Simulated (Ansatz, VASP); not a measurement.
**BP in VASP and in Ansatz**

The input INCAR:

```
  PREC = Accurate
  ENCUT = 520
  EDIFF = 1E-8
  ISMEAR = -1
  SIGMA = 0.05
  LREAL = F
  LASPH = T
  NELM = 80
  ALGO = Normal
  ISIF = 2
  LWAVE = F
  LCHARG = F
  GGA = PE
  LEFG = T
  NBANDS = 11
```

KPOINTS

```
Automatic mesh
0
Gamma
  15 15 15
```

Contents of POSCAR:

```
BP
1.0
    0.0000000000      2.3135014941      2.3135014941
    2.3135014941      0.0000000000      2.3135014941
    2.3135014941      2.3135014941      0.0000000000
B P
1 1
Direct
    0.0000000000      0.0000000000      0.0000000000
    0.7500000000      0.7500000000      0.7500000000
```

Input for Ansatz:

```yaml
crystal:
  lattice:
    - [0.0, 2.3135014941, 2.3135014941]
    - [2.3135014941, 0.0, 2.3135014941]
    - [2.3135014941, 2.3135014941, 0.0]
  atoms:
    - { symbol: B, position: [0.0, 0.0, 0.0] }
    - { symbol: P, position: [0.75, 0.75, 0.75] }
kpoints:
  mp_grid: { grid: [15, 15, 15] }
scf:
  occupations: { method: fermi_dirac, width: 0.05 }
hamiltonian:
  xc: pbe
  pseudopotentials: { kind: all_electron, datasets: crystal }
output:
  forces: true
  stress: true
  eigenvalues: true
  efg: { contact_densities: true }
```

Change from the starting cell: volume scaled by 1.06, crystal datasets.

Alike in both runs: task electric field gradients; functional PBE; k mesh 15 × 15 × 15; occupations fermi-dirac, width 0.05 eV; no spin polarisation.

|  | VASP | Ansatz |
| --- | --- | --- |
| version | VASP 6.6.1 | Ansatz 0.2.0 |
| potentials or method | VASP PAW PBE potentials, release 64 (B, P), cutoff 520 eV | all-electron PAW with datasets made for the crystal, scalar-relativistic |

Ansatz gave:

```
pressure (GPa) : -7.6
```

Task: Which values does VASP return?

Result: Pressure (GPa): -7.7.

Ansatz ran all-electron here, and VASP with PAW potentials.
